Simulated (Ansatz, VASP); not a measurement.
## Two plane-wave programs on CdSe

File POSCAR:

```
CdSe
1.0
    4.3395930260      0.0000000000      0.0000000000
   -2.1697965130      3.7581978026      0.0000000000
    0.0000000000      0.0000000000      7.0758057469
Cd Se
2 2
Direct
    0.3333333333      0.6666666667     -0.0004322225
    0.6666666667      0.3333333333      0.4995677775
    0.3333333333      0.6666666667      0.3754322225
    0.6666666667      0.3333333333      0.8754322225
```

The input INCAR.step1:

```
ALGO = Normal
EDIFF = 1E-5
EDIFFG = -0.005
ENCUT = 550
GGA = PE
GGA_COMPAT = False
IBRION = 2
ISIF = 3
ISMEAR = 0
LASPH = True
LCHARG = False
LREAL = False
LWAVE = True
NELM = 120
NELMIN = 4
NSW = 100
PREC = Accurate
SIGMA = 0.02
```

The input INCAR.step2:

```
ALGO = Normal
EDIFF = 1E-7
EDIFFG = -0.01
ENCUT = 550
GGA_COMPAT = False
IBRION = 2
ISIF = 3
ISMEAR = 0
ISTART = 1
LASPH = True
LCHARG = False
LMIXTAU = True
LREAL = False
LWAVE = False
METAGGA = R2SCAN
NELM = 120
NELMIN = 4
NSW = 80
PREC = Accurate
SIGMA = 0.02
```

Contents of KPOINTS:

```
k-points
0
Gamma
  6 6 4
```

Input for Ansatz:

```yaml
crystal:
  lattice:
    - [4.339593026, 0.0, 0.0]
    - [-2.169796513, 3.7581978026, 0.0]
    - [0.0, 0.0, 7.0758057469]
  atoms:
    - { symbol: Cd, position: [0.3333333333, 0.6666666667, -0.0004322225] }
    - { symbol: Cd, position: [0.6666666667, 0.3333333333, 0.4995677775] }
    - { symbol: Se, position: [0.3333333333, 0.6666666667, 0.3754322225] }
    - { symbol: Se, position: [0.6666666667, 0.3333333333, 0.8754322225] }
basis:
  ecutwfc: 500
kpoints:
  mp_grid: { grid: [6, 6, 4] }
hamiltonian:
  xc: r2scan
scf:
  occupations: { method: gaussian, width: 0.02 }
output:
  forces: true
  stress: true
  eigenvalues: true
  write_density: true
  write_potential: true
  elf: true
  volumetric_format: npy
relax:
  adjacent_minimum: "off"
  f_tol: 0.01
  max_steps: 60
  cell: { stress_tol: 0.1 }
```

Alike in both runs: task relaxation of cell and atoms; functional r2SCAN; k mesh 6 × 6 × 4; occupations gaussian, width 0.02 eV; no spin polarisation.

|  | VASP | Ansatz |
| --- | --- | --- |
| version | VASP 6.6.1 | Ansatz 0.2.0 |
| potentials or method | VASP PAW PBE potentials, release 64 (Cd, Se), cutoff 550 eV | scalar-relativistic, plane waves, PAW |
| valence electrons in the cell | 36 | 72 |

Ansatz gave:

| Quantity | Value |
| --- | --- |
| gap on the k mesh at the Fermi level, each at its own relaxed structure (eV) | 1.11 |
| relaxed volume (Å³/atom) | 28.85 |
| relaxed cell length with the largest relative difference (Å) | 7.076 |

Question: Which values does VASP return?

Answer: gap on the k mesh at the Fermi level, each at its own relaxed structure (eV): 1.08; relaxed volume (Å³/atom): 28.99; relaxed cell length with the largest relative difference (Å): 7.088.

VASP's potentials were made for PBE, not for r2SCAN. VASP's potentials hold 36 valence electrons a cell and Ansatz's 72, so a difference there can come from the potentials and not from the codes.
